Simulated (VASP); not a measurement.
# Mg3ZnS4 (Cmmm) in VASP: notebook

Mg3ZnS4 is run at these levels: PBE, LDA; tasks: relaxation of cell and atoms, single point.

All numbers are computed with VASP 6.6.1; they aren't measurements. Logs are shortened: lines on timing, memory, paths and dates and some standing lists are left out, and cuts for length are marked.

## Step 1: The cell of the first run

It takes space group Cmmm (No. 65, orthorhombic). Conventional cell: a = 7.344 Å, b = 10.427 Å, c = 3.676 Å, α = 90.00°, β = 90.00°, γ = 90.00°. Mg (site symmetry 2/m) has 6 S at 2.60 to 2.61 Å within 3.4 Å. Within 3.4 Å of Mg (site symmetry mmm) lie 6 S at 2.61 to 2.63 Å. Within 3.4 Å of Zn (site symmetry mmm) lie 6 S at 2.57 to 2.61 Å. Within 3.4 Å of S (site symmetry m2m) lie 5 Mg at 2.60 to 2.61 Å and 1 Zn at 2.61 Å. Within 3.4 Å of S (site symmetry 2mm) lie 2 Zn at 2.57 Å and 4 Mg at 2.61 to 2.63 Å.

## Step 2: Relaxation of cell and atoms, PBE

INCAR

```
ALGO     = Normal         # electronic algorithm
EDIFF    = 1E-6           # SCF threshold, eV
EDIFFG   = -0.01          # ionic threshold
ENCUT    = 600            # plane-wave cutoff, eV
GGA      = PE             # functional
IBRION   = 2              # ionic algorithm
ISIF     = 3              # what is computed and relaxed
ISMEAR   = 0              # smearing method
LASPH    = T              # aspherical terms in the spheres
LCHARG   = F              # write CHGCAR
LREAL    = F              # projectors in reciprocal space
LWAVE    = F              # write WAVECAR
NELM     = 60             # most SCF steps
NSW      = 100            # ionic steps
PREC     = Accurate       # precision mode
SIGMA    = 0.02           # smearing width, eV
```

KPOINTS

```
k-points
0
Gamma
  6 6 8
```

POSCAR

```
Mg3ZnS4
1.0
    3.6722489000     -5.2134568000      0.0000000000
    3.6722489000      5.2134568000      0.0000000000
    0.0000000000      0.0000000000      3.6760849000
Mg Zn S
3 1 4
Direct
    0.0000000000      0.5000000000      0.5000000000
    0.5000000000      0.0000000000      0.5000000000
    0.5000000000      0.5000000000      0.0000000000
    0.0000000000      0.0000000000      0.0000000000
    0.7500790000      0.2499210000      0.0000000000
    0.7562390000      0.7562390000      0.5000000000
    0.2437610000      0.2437610000      0.5000000000
    0.2499210000      0.7500790000      0.0000000000
```

Potentials or basis: VASP PAW PBE potentials, release 64 (Mg, Zn, S).

Run with:

```sh
> cat potpaw_PBE.64/Mg/POTCAR potpaw_PBE.64/Zn/POTCAR potpaw_PBE.64/S/POTCAR > POTCAR
> mpirun -np 1 vasp_std > vasp.out
```

OUTCAR:

```text
EDIFF = 1E-6
   EDIFFG = -0.01
   ENCUT = 600
   GGA = PE
   IBRION = 2
   ISIF = 3
   ISMEAR = 0
   LASPH = T
   LREAL = F
   NELM = 60
   NSW = 100
   PREC = Accurate

 ion  position               nearest neighbor table
   1  0.000  0.500  0.500-   5 2.60   8 2.60   5 2.60   8 2.60   7 2.61   6 2.61
   2  0.500  0.000  0.500-   5 2.60   8 2.60   5 2.60   8 2.60   7 2.61   6 2.61
   3  0.500  0.500  0.000-   5 2.61   8 2.61   7 2.63   6 2.63   6 2.63   7 2.63
   4  0.000  0.000  0.000-   6 2.57   7 2.57   6 2.57   7 2.57   5 2.61   8 2.61
   5  0.750  0.250  0.000-   1 2.60   2 2.60   1 2.60   2 2.60   4 2.61   3 2.61
   6  0.756  0.756  0.500-   4 2.57   4 2.57   1 2.61   2 2.61   3 2.63   3 2.63
   7  0.244  0.244  0.500-   4 2.57   4 2.57   1 2.61   2 2.61   3 2.63   3 2.63
   8  0.250  0.750  0.000-   1 2.60   2 2.60   1 2.60   2 2.60   4 2.61   3 2.61

  LATTYP: Found a base centered orthorhombic cell.
 ALAT       =     7.3444978000
 B/A-ratio  =     1.4196904790
 C/A-ratio  =     0.5005222958

  Lattice vectors:

 A1 = (   3.6722489000,  -5.2134568000,   0.0000000000)
 A2 = (   3.6722489000,   5.2134568000,   0.0000000000)
 A3 = (   0.0000000000,   0.0000000000,   3.6760849000)

Analysis of symmetry for initial positions (statically):
=====================================================================
 Subroutine PRICEL returns:
 Original cell was already a primitive cell.

 Routine SETGRP: Setting up the symmetry group for a
 base centered orthorhombic supercell.

 Subroutine GETGRP returns: Found  8 space group operations
 (whereof  8 operations were pure point group operations)
 out of a pool of  8 trial point group operations.

The static configuration has the point symmetry D_2h.

Analysis of symmetry for dynamics (positions and initial velocities):
=====================================================================
 Subroutine PRICEL returns:
 Original cell was already a primitive cell.

 Routine SETGRP: Setting up the symmetry group for a
 base centered orthorhombic supercell.

 Subroutine GETGRP returns: Found  8 space group operations
 (whereof  8 operations were pure point group operations)
 out of a pool of  8 trial point group operations.

The dynamic configuration has the point symmetry D_2h.

 Subroutine INISYM returns: Found  8 space group operations
 (whereof  8 operations are pure point group operations),
 and found     1 'primitive' translations

----------------------------------------------------------------------------------------

                                     Primitive cell

  volume of cell :     140.7581

  direct lattice vectors                    reciprocal lattice vectors
     3.672248900 -5.213456800  0.000000000     0.136156348 -0.095905657  0.000000000
     3.672248900  5.213456800  0.000000000     0.136156348  0.095905657  0.000000000
     0.000000000  0.000000000  3.676084900     0.000000000  0.000000000  0.272028538

  length of vectors
     6.376954115  6.376954115  3.676084900     0.166542626  0.166542626  0.272028538

  position of ions in fractional coordinates (direct lattice)
     1.000000000  0.500000000  0.500000000
     0.500000000  1.000000000  0.500000000
     0.500000000  0.500000000  0.000000000
     0.000000000  0.000000000  0.000000000
     0.750079000  0.249921000  0.000000000
     0.756239000  0.756239000  0.500000000
     0.243761000  0.243761000  0.500000000
     0.249921000  0.750079000  0.000000000

  ion indices of the primitive-cell ions
   primitive index   ion index
                 1           1
                 2           2
                 3           3
                 4           4
[... 87 lines left out ...]
   NELECT =      42.0000    total number of electrons
   NUPDOWN=      -1.0000    fix difference up-down
   EMIN   =  10.00;   EMAX   =-10.00  energy-range for DOS
   EFERMI =   0.00;   METHOD = LEGACY
   ISMEAR =     0;   SIGMA  =   0.02  broadening in eV -4-tet -1-fermi 0-gaus
   EFERMI_NEDOS =   21; number of points for ismear=-14 and -15
   IALGO  =     38    algorithm
   IMIX   =      4    mixing-type and parameters
     AMIX     =   0.40;   BMIX     =  1.00
     AMIX_MAG =   1.60;   BMIX_MAG =  1.00
  volume/ion in A,a.u.               =      17.59       118.74
  Fermi-wavevector in a.u.,A,eV,Ry     =   1.093957  2.067278 16.282653  1.196741
  Thomas-Fermi vector in A             =   2.230252
   LORBIT       =      0    0 simple, 1 ext, 2 COOP (PROOUT), +10 PAW based schemes
   GGA     = PE    functional components
   LHFCALC =     F    Hartree Fock is set to
   AEXX    =    0.0000 exact exchange contribution
   IVDW    =     0    specifies the selected vdW correction
   LEPSILON=     F    determine dielectric tensor
   LRPA    =     F    only Hartree local field effects (RPA)
 conjugate gradient relaxation of ions
 non-spin polarized calculation
 Gauss-broadening in eV      SIGMA  =   0.02
  energy-cutoff  :      600.00
  volume of cell :      140.76
 maximum number of plane-waves:      4727
 NGX is ok and might be reduce to    54
   NGX = 25   NGY = 25   NGZ = 15

--------------------------------------- Ionic step        1  -------------------------------------------

 number of electron      42.0000008 magnetization

 Free energy of the ion-electron system (eV)
  ---------------------------------------------------
  ext. energy  EPLUGINS =         0.00000000
  ---------------------------------------------------
  free energy    TOTEN  =       -31.64903016 eV

  energy without entropy =      -31.64903016  energy(sigma->0) =      -31.64903016

------------------------ aborting loop because EDIFF is reached ----------------------------------------

  FORCE on cell =-STRESS in cart. coord.  units (eV):
  Direction    XX          YY          ZZ          XY          YZ          ZX
  --------------------------------------------------------------------------------------
  -------------------------------------------------------------------------------------
  Total       -0.1680389     -0.1911415     -0.1711065      0.0000000      0.0000000      0.0000000
  in kB       -1.9127009     -2.1756655     -1.9476171      0.0000000      0.0000000      0.0000000
  external PRESSURE =      -2.0119945 kB  Pullay stress =       0.0000000 kB

 VOLUME and BASIS-vectors are now :
 -----------------------------------------------------------------------------
  energy-cutoff  :      600.00
  volume of cell :      140.76
      direct lattice vectors                 reciprocal lattice vectors
     3.672248900 -5.213456800  0.000000000     0.136156348 -0.095905657  0.000000000
     3.672248900  5.213456800  0.000000000     0.136156348  0.095905657  0.000000000
     0.000000000  0.000000000  3.676084900     0.000000000  0.000000000  0.272028538

 POSITION                                       TOTAL-FORCE (eV/Angst)
 -----------------------------------------------------------------------------------
      1.83612      2.60673      1.83804         0.000000      0.000000     -0.000000
      1.83612     -2.60673      1.83804         0.000000      0.000000     -0.000000
      3.67225      0.00000      0.00000         0.000000      0.000000     -0.000000
      0.00000      0.00000      0.00000         0.000000      0.000000     -0.000000
      3.67225     -2.60755      0.00000         0.000000      0.006484     -0.000000
      5.55420      0.00000      1.83804        -0.011516      0.000000     -0.000000
      1.79030      0.00000      1.83804         0.011516      0.000000     -0.000000
      3.67225      2.60755      0.00000         0.000000     -0.006484      0.000000
 -----------------------------------------------------------------------------------
    total drift:                                0.000000     -0.000000     -0.000000

  FREE ENERGIE OF THE ION-ELECTRON SYSTEM (eV)
  ---------------------------------------------------
  free  energy   TOTEN  =       -31.6490301586 eV

  energy  without entropy=      -31.6490301586  energy(sigma->0) =      -31.64903016

--------------------------------------- Ionic step        2  -------------------------------------------

 number of electron      42.0000009 magnetization

 Free energy of the ion-electron system (eV)
  ---------------------------------------------------
  ext. energy  EPLUGINS =         0.00000000
  ---------------------------------------------------
  free energy    TOTEN  =       -31.64927162 eV

  energy without entropy =      -31.64927162  energy(sigma->0) =      -31.64927162

 E-fermi :   3.6849     XC(G=0):  -9.9078

 val. band max:        3.5988110055   @ k =   0.1667   0.1667   0.0000
 cond. band min:       4.8325616175   @ k =   0.5000   0.5000   0.5000
 fundamental gap:      1.2337506120
 Fermi energy:         3.6848910519

 k-point     1 :       0.0000    0.0000    0.0000
  band No.  band energies     occupation
      1      -9.2229      2.00000
      2      -7.8719      2.00000
      3      -7.8289      2.00000
      4      -7.5501      2.00000
      5      -2.4106      2.00000
      6      -2.3554      2.00000
[... 685 lines left out ...]
     25       9.2662      0.00000
     26       9.7382      0.00000

 [... further k-points ...]
[... 5 lines left out ...]
  --------------------------------------------------------------------------------------
  -------------------------------------------------------------------------------------
  Total        0.0412941      0.0277305      0.0412615     -0.0000000      0.0000000      0.0000000
  in kB        0.4715360      0.3166539      0.4711634     -0.0000000      0.0000000      0.0000000
  external PRESSURE =       0.4197844 kB  Pullay stress =       0.0000000 kB

 VOLUME and BASIS-vectors are now :
 -----------------------------------------------------------------------------
  energy-cutoff  :      600.00
  volume of cell :      140.31
      direct lattice vectors                 reciprocal lattice vectors
     3.668527698 -5.207447527  0.000000000     0.136294460 -0.096016330  0.000000000
     3.668527698  5.207447527  0.000000000     0.136294460  0.096016330  0.000000000
     0.000000000  0.000000000  3.672291810     0.000000000  0.000000000  0.272309515

 POSITION                                       TOTAL-FORCE (eV/Angst)
 -----------------------------------------------------------------------------------
      5.50279     -2.60372      1.83615        -0.000000      0.000000      0.000000
      1.83426     -2.60372      1.83615        -0.000000      0.000000      0.000000
      3.66853      0.00000      3.67229        -0.000000      0.000000      0.000000
      3.66853     -5.20745      3.67229        -0.000000      0.000000      0.000000
      3.66853     -2.60423      3.67229        -0.000000      0.002300      0.000000
      5.54801      0.00000      1.83615        -0.008074      0.000000      0.000000
      1.78904      0.00000      1.83615         0.008074      0.000000      0.000000
      3.66853      2.60423      0.00000        -0.000000     -0.002300      0.000000
 -----------------------------------------------------------------------------------
    total drift:                                0.000000     -0.000000      0.000000

  FREE ENERGIE OF THE ION-ELECTRON SYSTEM (eV)
  ---------------------------------------------------
  free  energy   TOTEN  =       -31.6492716201 eV

  energy  without entropy=      -31.6492716201  energy(sigma->0) =      -31.64927162

 reached required accuracy - stopping structural energy minimisation
```

It took 3 min on 1 thread of Intel Xeon 6975P-C (Granite Rapids), shared host; peak memory 0.47 GiB.

What came out:

```yaml
Free_energy: -31.6493 eV
Relaxed_volume: 17.54 Å³/atom
Relaxed_cell: a = 6.370 Å, b = 6.370 Å, c = 3.672 Å, α = 90.00°, β = 90.00°, γ = 109.67°
Space_group_after_relaxing_to_0.1_Å: Cmmm (No. 65)
Energy_gained_by_relaxing: 0.0 meV/atom
Ionic_steps: 2
Pressure_after_relaxing: 0.0 GPa
Largest_force_after_relaxing: 0.008 eV/Å
Band_gap_on_the_k_mesh: 1.23 eV (least direct gap 1.43 eV)
```

Forces in eV/Å, atoms in the order of the input:
```
Mg   0.000  0.000  0.000
Mg   0.000  0.000  0.000
Mg   0.000  0.000  0.000
Zn   0.000  0.000  0.000
S    0.000  0.002  0.000
S   -0.008  0.000  0.000
S    0.008  0.000  0.000
S    0.000 -0.002  0.000
```

Step by step:
```tsv
step	energy change (eV)	largest force (eV/Å)	pressure (GPa)	volume (Å³)
1	0.0000	0.0115	-0.20	140.76
2	-0.0002	0.0081	0.04	140.31
```

Final structure:
```yaml
crystal:
  lattice:
    - [3.66853, -5.20745, 0.00000]
    - [3.66853, 5.20745, 0.00000]
    - [0.00000, 0.00000, 3.67229]
  atoms:
    - { symbol: Mg, position: [0.00000, 0.50000, 0.50000] }
    - { symbol: Mg, position: [0.50000, 0.00000, 0.50000] }
    - { symbol: Mg, position: [0.50000, 0.50000, 0.00000] }
    - { symbol: Zn, position: [0.00000, 0.00000, 0.00000] }
    - { symbol: S, position: [0.75005, 0.24995, 0.00000] }
    - { symbol: S, position: [0.75616, 0.75616, 0.50000] }
    - { symbol: S, position: [0.24384, 0.24384, 0.50000] }
    - { symbol: S, position: [0.24995, 0.75005, 0.00000] }
```

## Step 3: Single point, PBE

INCAR

```
  ALGO = Normal
  EDIFF = 1E-7
  ENCUT = 520
  GGA = PE
  ISIF = 2
  ISMEAR = 0
  LASPH = T
  LCHARG = T
  LELF = T
  LREAL = F
  LVHAR = T
  LWAVE = F
  NBANDS = 31
  NELM = 60
  PREC = Accurate
  SIGMA = 0.02
```

KPOINTS is that of step 2.

POSCAR is that of step 2.

Potentials or basis: VASP PAW PBE potentials, release 64 (Mg, Zn, S).

Run with:

```sh
> cat potpaw_PBE.64/Mg/POTCAR potpaw_PBE.64/Zn/POTCAR potpaw_PBE.64/S/POTCAR > POTCAR
> mpirun -np 1 vasp_std > vasp.out
```

Run time: 2.5 min. Hardware: 1 thread of AMD EPYC 9R45 (Zen 5), shared host; peak memory 0.38 GiB.

It converged, with:

- Free energy: -31.6480 eV
- Pressure: -0.2 GPa
- Largest force: 0.011 eV/Å
- Band gap on the k mesh: 1.23 eV (least direct gap 1.43 eV)

Forces in eV/Å, atoms in the order of the input:
```
Mg   0.000  0.000  0.000
Mg   0.000  0.000  0.000
Mg   0.000  0.000  0.000
Zn   0.000  0.000  0.000
S    0.000  0.006  0.000
S   -0.011  0.000  0.000
S    0.011  0.000  0.000
S    0.000 -0.006  0.000
```

Levels at points of the mesh, in eV from the valence-band top:
| k point | band 19 | band 20 | band 21 | band 22 | band 23 | band 24 |
| --- | --- | --- | --- | --- | --- | --- |
| (0.00, 0.00, 0.00) | -0.10 | -0.08 | -0.06 | 1.70 | 3.44 | 4.35 |
| (0.50, 0.00, 0.00) | -0.37 | -0.14 | -0.09 | 3.33 | 4.17 | 4.84 |
| (0.50, 0.50, 0.00) | -0.94 | -0.67 | -0.24 | 3.64 | 4.84 | 5.34 |
| (0.00, 0.00, 0.50) | -2.21 | -0.67 | -0.24 | 3.77 | 5.19 | 5.37 |
| (0.50, 0.00, 0.50) | -1.32 | -1.06 | -0.91 | 2.78 | 4.02 | 4.41 |
| (0.50, 0.50, 0.50) | -0.58 | -0.20 | -0.20 | 1.23 | 2.76 | 4.38 |

A k mesh can miss the band edges.

(Continued in part 2 of 2.)
